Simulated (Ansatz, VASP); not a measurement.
# Two plane-wave programs on ZrB2

```
Zr B
1.0
     0.00000    2.73642    2.73642
     2.73642    0.00000    2.73642
     2.73642    2.73642    0.00000
Zr B
1 2
Direct
  0.00000 0.00000 0.00000
  0.25000 0.25000 0.25000
  0.75000 0.75000 0.75000
```

Alike in both runs: functional PBE; k mesh 6 × 6 × 6; occupations gaussian, width 0.1 eV; no spin polarisation.

Ansatz relaxed the structure, and its values are those at the end. VASP's run is a single point on that final structure, the one shown.

```csv
,VASP,Ansatz
version,VASP 6.6.1,Ansatz 0.2.0
potentials or method,"VASP PAW PBE potentials, release 64 (Zr_sv, B), cutoff 520 eV","scalar-relativistic, plane waves, PAW"
valence electrons in the cell,18,18
```

VASP gave:

```
gap on the k mesh at the Fermi level (eV) : none
pressure (GPa)                            : 0.1
```

**Question.** Which values does Ansatz return?

**Answer.** gap on the k mesh at the Fermi level (eV): none; pressure (GPa): 0.0.

A gap of «none» marks a metal or a gap that the smearing closes. The functional is the same, so the differences come from potentials, cutoffs and numerics.
